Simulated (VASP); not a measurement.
# TiGe4 (I4/mmm) in VASP: single point with PBE

Aim: the single point of TiGe4 with PBE.

All numbers are computed with VASP 6.6.1; they aren't measurements. Logs are shortened: lines on timing, memory, paths and dates and some standing lists are left out, and cuts for length are marked.

## 1. The cell of the first run

The structure is tetragonal, space group I4/mmm (No. 139). The conventional cell has a = 3.622 Å, b = 3.622 Å, c = 14.705 Å, α = 90.00°, β = 90.00°, γ = 90.00°. Ti (site symmetry 4/mmm) has 8 Ge at 2.85 Å and 4 Ti at 3.62 Å within 3.8 Å. Within 3.3 Å of Ge (site symmetry 4mm) lie 5 Ge at 2.52 to 3.02 Å and 4 Ti at 2.85 Å. Within 3.4 Å of Ge (site symmetry -4m2) lie 8 Ge at 2.56 to 3.02 Å.

The cell was generated, and may not be a known phase.

## 2. Single point, PBE

Contents of INCAR:

```
SYSTEM = TiGe4
  PREC = Accurate
  ENCUT = 520
  EDIFF = 1E-6
  ISMEAR = 0
  SIGMA = 0.1
  LREAL = .False.
  LASPH = .True.
  NELM = 100
  ALGO = Normal
  ISIF = 2
  LWAVE = .False.
  LCHARG = .False.
  GGA = PE
  NBANDS = 42
```

Contents of KPOINTS:

```
Automatic mesh
0
Gamma
  14 14 14
  0 0 0
```

Contents of POSCAR:

```
TiGe4
1.0
   -1.8111172258      1.8111172258      7.3525408836
    1.8111172258     -1.8111172258      7.3525408836
    1.8111172258      1.8111172258     -7.3525408836
Ti Ge
1 4
Direct
    0.0000000000      0.0000000000      0.0000000000
    0.5856850507      0.5856850507      0.0000000000
    0.7500000000      0.2500000000      0.5000000000
    0.2500000000      0.7500000000      0.5000000000
    0.4143149493      0.4143149493      0.0000000000
```

Potentials or basis: VASP PAW PBE potentials, release 64 (Ti_sv, Ge_d).

On the command line:

```sh
$ cat potpaw_PBE.64/Ti_sv/POTCAR potpaw_PBE.64/Ge_d/POTCAR > POTCAR
$ mpirun -np 1 vasp_std > vasp.out
```

OUTCAR:

```text
SYSTEM = TiGe4
   PREC = Accurate
   ENCUT = 520
   EDIFF = 1E-6
   ISMEAR = 0
   LREAL = .False.
   LASPH = .True.
   NELM = 100
   ISIF = 2
   GGA = PE

 ion  position               nearest neighbor table
   1  0.000  0.000  0.000-   2 2.85   2 2.85   5 2.85   2 2.85   5 2.85   5 2.85   2 2.85   5 2.85

   2  0.586  0.586  0.000-   5 2.52   1 2.85   1 2.85   1 2.85   1 2.85
   3  0.750  0.250  0.500-   4 2.56   4 2.56   4 2.56   4 2.56
   4  0.250  0.750  0.500-   3 2.56   3 2.56   3 2.56   3 2.56
   5  0.414  0.414  0.000-   2 2.52   1 2.85   1 2.85   1 2.85   1 2.85

  LATTYP: Found a body centered tetragonal cell.
 ALAT       =     3.6222344516
 C/A-ratio  =     4.0596714442

  Lattice vectors:

 A1 = (  -1.8111172258,   1.8111172258,   7.3525408836)
 A2 = (   1.8111172258,  -1.8111172258,   7.3525408836)
 A3 = (   1.8111172258,   1.8111172258,  -7.3525408836)

Analysis of symmetry for initial positions (statically):
=====================================================================
 Subroutine PRICEL returns:
 Original cell was already a primitive cell.

 Routine SETGRP: Setting up the symmetry group for a
 body centered tetragonal supercell.

 Subroutine GETGRP returns: Found 16 space group operations
 (whereof 16 operations were pure point group operations)
 out of a pool of 16 trial point group operations.

The static configuration has the point symmetry D_4h.

Analysis of symmetry for dynamics (positions and initial velocities):
=====================================================================
 Subroutine PRICEL returns:
 Original cell was already a primitive cell.

 Routine SETGRP: Setting up the symmetry group for a
 body centered tetragonal supercell.

 Subroutine GETGRP returns: Found 16 space group operations
 (whereof 16 operations were pure point group operations)
 out of a pool of 16 trial point group operations.

The dynamic configuration has the point symmetry D_4h.

 Subroutine INISYM returns: Found 16 space group operations
 (whereof 16 operations are pure point group operations),
 and found     1 'primitive' translations

----------------------------------------------------------------------------------------

                                     Primitive cell

  volume of cell :      96.4696

  direct lattice vectors                    reciprocal lattice vectors
    -1.811117226  1.811117226  7.352540884     0.000000000  0.276072688  0.068003702
     1.811117226 -1.811117226  7.352540884     0.276072688  0.000000000  0.068003702
     1.811117226  1.811117226 -7.352540884     0.276072688  0.276072688  0.000000000

  length of vectors
     7.785894210  7.785894210  7.785894210     0.284324871  0.284324871  0.390425739

  position of ions in fractional coordinates (direct lattice)
     0.000000000  0.000000000  0.000000000
     0.585685051  0.585685051  0.000000000
     0.750000000  0.250000000  0.500000000
     0.250000000  0.750000000  0.500000000
     0.414314949  0.414314949  0.000000000

  ion indices of the primitive-cell ions
   primitive index   ion index
                 1           1
                 2           2
                 3           3
                 4           4
                 5           5

----------------------------------------------------------------------------------------

 KPOINTS: Automatic mesh

Automatic generation of k-mesh.
 Grid dimensions read from file:
 generate k-points for:   14   14   14

 Generating k-lattice:

  Cartesian coordinates                     Fractional coordinates (reciprocal lattice)
     0.000000000  0.019719478  0.004857407     0.071428571  0.000000000  0.000000000
     0.019719478  0.000000000  0.004857407     0.000000000  0.071428571  0.000000000
     0.019719478  0.019719478  0.000000000     0.000000000  0.000000000  0.071428571

  Length of vectors
     0.020308919  0.020308919  0.027887553

  Shift w.r.t. Gamma in fractional coordinates (k-lattice)
     0.000000000  0.000000000  0.000000000

 Subroutine IBZKPT returns following result:
 ===========================================

 Found    244 irreducible k-points:

 Following reciprocal coordinates:
            Coordinates               Weight
  0.000000  0.000000  0.000000      1.000000
  0.071429 -0.000000  0.000000      8.000000
  0.142857 -0.000000  0.000000      8.000000
  0.214286 -0.000000  0.000000      8.000000
  0.285714 -0.000000  0.000000      8.000000
  0.357143 -0.000000  0.000000      8.000000
[... 16 lines left out ...]
  0.214286  0.142857  0.000000     16.000000
  0.285714  0.142857  0.000000     16.000000
 [... further k-points ...]
   k-points           NKPTS =    244   k-points in BZ     NKDIM =    244   number of bands    NBANDS=     42
   number of dos      NEDOS =    301   number of ions     NIONS =      5
   total plane-waves  NPLWV = 216000
   dimension x,y,z NGX =    60 NGY =   60 NGZ =   60
   dimension x,y,z NGXF=   120 NGYF=  120 NGZF=  120
   ions per type =               1   4
   NGX,Y,Z   is equivalent  to a cutoff of  12.81, 12.81, 12.81 a.u.
   NGXF,Y,Z  is equivalent  to a cutoff of  25.62, 25.62, 25.62 a.u.
 SYSTEM =  TiGe4
   PREC   = accura    normal or accurate (medium, high low for compatibility)
   ISTART =      0    job   : 0-new  1-cont  2-samecut
   ICHARG =      2    charge: 1-file 2-atom 10-const
   ISPIN  =      1    spin polarized calculation?
   LNONCOLLINEAR =      F non collinear calculations
   LSORBIT =      F    spin-orbit coupling
   LASPH  =      T    aspherical Exc in radial PAW
   ENCUT  =  520.0 eV  38.22 Ry    6.18 a.u.  14.48 14.48 14.48*2*pi/ulx,y,z
   NELM   =    100;   NELMIN=  2; NELMDL= -5     # of ELM steps
   EDIFF  = 0.1E-05   stopping-criterion for ELM
   LREAL  =      F    real-space projection
   EDIFFG = 0.1E-04   stopping-criterion for IOM
   NSW    =      0    number of steps for IOM
   IBRION =     -1    ionic relax: 0-MD 1-quasi-New 2-CG
   NFREE  =      0    steps in history (QN), initial steepest desc. (CG)
   ISIF   =      2    stress and relaxation
   ISYM   =      2    0-nonsym 1-usesym 2-fastsym
   POTIM  = 0.5000    time-step for ionic-motion
   TEBEG  =    0.0;   TEEND  =   0.0 temperature during run
   PSTRESS=    0.0 pullay stress
   NELECT =      68.0000    total number of electrons
   NUPDOWN=      -1.0000    fix difference up-down
   EMIN   =  10.00;   EMAX   =-10.00  energy-range for DOS
   EFERMI =   0.00;   METHOD = LEGACY
   ISMEAR =     0;   SIGMA  =   0.10  broadening in eV -4-tet -1-fermi 0-gaus
   EFERMI_NEDOS =   21; number of points for ismear=-14 and -15
   IALGO  =     38    algorithm
   IMIX   =      4    mixing-type and parameters
     AMIX     =   0.40;   BMIX     =  1.00
     AMIX_MAG =   1.60;   BMIX_MAG =  1.00
  volume/ion in A,a.u.               =      19.29       130.20
  Fermi-wavevector in a.u.,A,eV,Ry     =   1.456960  2.753255 28.881526  2.122732
  Thomas-Fermi vector in A             =   2.573817
   LORBIT       =      0    0 simple, 1 ext, 2 COOP (PROOUT), +10 PAW based schemes
   GGA     = PE    functional components
   LHFCALC =     F    Hartree Fock is set to
   AEXX    =    0.0000 exact exchange contribution
   IVDW    =     0    specifies the selected vdW correction
   LEPSILON=     F    determine dielectric tensor
   LRPA    =     F    only Hartree local field effects (RPA)
 non-spin polarized calculation
 Gauss-broadening in eV      SIGMA  =   0.10
  energy-cutoff  :      520.00
  volume of cell :       96.47
 maximum number of plane-waves:      2632
 NGX is ok and might be reduce to    60
   NGX = 29   NGY = 29   NGZ = 29

 number of electron      68.0000002 magnetization

 Free energy of the ion-electron system (eV)
  ---------------------------------------------------
  ext. energy  EPLUGINS =         0.00000000
  ---------------------------------------------------
  free energy    TOTEN  =       -24.82387303 eV

  energy without entropy =      -24.80693333  energy(sigma->0) =      -24.81540318

 E-fermi :   6.7120     XC(G=0): -11.0381

 val. band max:        6.7118141443   @ k =   0.2143   0.0714   0.0714
 cond. band min:       6.7126945778   @ k =   0.4286   0.2143   0.0714
 fundamental gap:      0.0008804335
 Fermi energy:         6.7120402236

 k-point     1 :       0.0000    0.0000    0.0000
  band No.  band energies     occupation
      1     -50.7417      2.00000
      2     -27.1286      2.00000
      3     -26.9146      2.00000
      4     -26.9146      2.00000
      5     -18.3710      2.00000
      6     -18.2762      2.00000
[... 34 lines left out ...]
     41      10.4075      0.00000
     42      11.1865      0.00000

 k-point     2 :       0.0714   -0.0000    0.0000
  band No.  band energies     occupation
      1     -50.7416      2.00000
      2     -27.1283      2.00000
      3     -26.9168      2.00000
      4     -26.9145      2.00000
      5     -18.3653      2.00000
      6     -18.2734      2.00000
[... 34 lines left out ...]
     41      10.3351      0.00000
     42      11.5325      0.00000

 k-point     3 :       0.1429   -0.0000    0.0000
  band No.  band energies     occupation
      1     -50.7413      2.00000
      2     -27.1277      2.00000
      3     -26.9227      2.00000
      4     -26.9140      2.00000
      5     -18.3485      2.00000
      6     -18.2653      2.00000
[... 34 lines left out ...]
     41      10.2440      0.00000
     42      11.2534      0.00000

 k-point     4 :       0.2143   -0.0000    0.0000
  band No.  band energies     occupation
      1     -50.7408      2.00000
      2     -27.1268      2.00000
      3     -26.9312      2.00000
      4     -26.9132      2.00000
      5     -18.3212      2.00000
      6     -18.2524      2.00000
[... 844 lines left out ...]
     41       9.8883      0.00000
     42      11.2465      0.00000

 k-point    23 :       0.2143    0.1429    0.0000
  band No.  band energies     occupation
      1     -50.7403      2.00000
      2     -27.1260      2.00000
      3     -26.9303      2.00000
      4     -26.9210      2.00000
      5     -18.3214      2.00000
      6     -18.2264      2.00000
[... 34 lines left out ...]
     41       9.7890      0.00000
     42      10.1123      0.00000

 k-point    24 :       0.2857    0.1429    0.0000
  band No.  band energies     occupation
      1     -50.7398      2.00000
      2     -27.1251      2.00000
      3     -26.9397      2.00000
      4     -26.9201      2.00000
      5     -18.3006      2.00000
      6     -18.2033      2.00000
[... 34 lines left out ...]
     41       9.9185      0.00000
     42      10.2182      0.00000

 [... further k-points ...]

------------------------ aborting loop because EDIFF is reached ----------------------------------------

  FORCE on cell =-STRESS in cart. coord.  units (eV):
  Direction    XX          YY          ZZ          XY          YZ          ZX
  --------------------------------------------------------------------------------------
  -------------------------------------------------------------------------------------
  Total        0.0246685      0.0246685      0.0074188      0.0000000     -0.0000000      0.0000000
  in kB        0.4096967      0.4096967      0.1232126      0.0000000     -0.0000000      0.0000000
  external PRESSURE =       0.3142020 kB  Pullay stress =       0.0000000 kB

 VOLUME and BASIS-vectors are now :
 -----------------------------------------------------------------------------
  energy-cutoff  :      520.00
  volume of cell :       96.47
      direct lattice vectors                 reciprocal lattice vectors
    -1.811117226  1.811117226  7.352540884     0.000000000  0.276072688  0.068003702
     1.811117226 -1.811117226  7.352540884     0.276072688  0.000000000  0.068003702
     1.811117226  1.811117226 -7.352540884     0.276072688  0.276072688  0.000000000

 POSITION                                       TOTAL-FORCE (eV/Angst)
 -----------------------------------------------------------------------------------
      0.00000      0.00000      0.00000        -0.000000     -0.000000      0.000000
      0.00000      0.00000      8.61255         0.000000      0.000000      0.001406
      0.00000      1.81112      3.67627        -0.000000     -0.000000      0.000000
      1.81112      0.00000      3.67627        -0.000000     -0.000000      0.000000
      0.00000      0.00000      6.09254         0.000000      0.000000     -0.001406
 -----------------------------------------------------------------------------------
    total drift:                               -0.000000     -0.000000      0.000000

  FREE ENERGIE OF THE ION-ELECTRON SYSTEM (eV)
  ---------------------------------------------------
  free  energy   TOTEN  =       -24.8238730258 eV

  energy  without entropy=      -24.8069333298  energy(sigma->0) =      -24.81540318
```

It took 20 min on 1 thread of Intel Xeon 6975P-C (Granite Rapids), shared host; peak memory 1 GiB.

Results:

- Free energy: -24.8239 eV
- Pressure: 0.0 GPa
- Band gap on the k mesh: zero (bands 34 and 35 overlap by 1.64 eV)
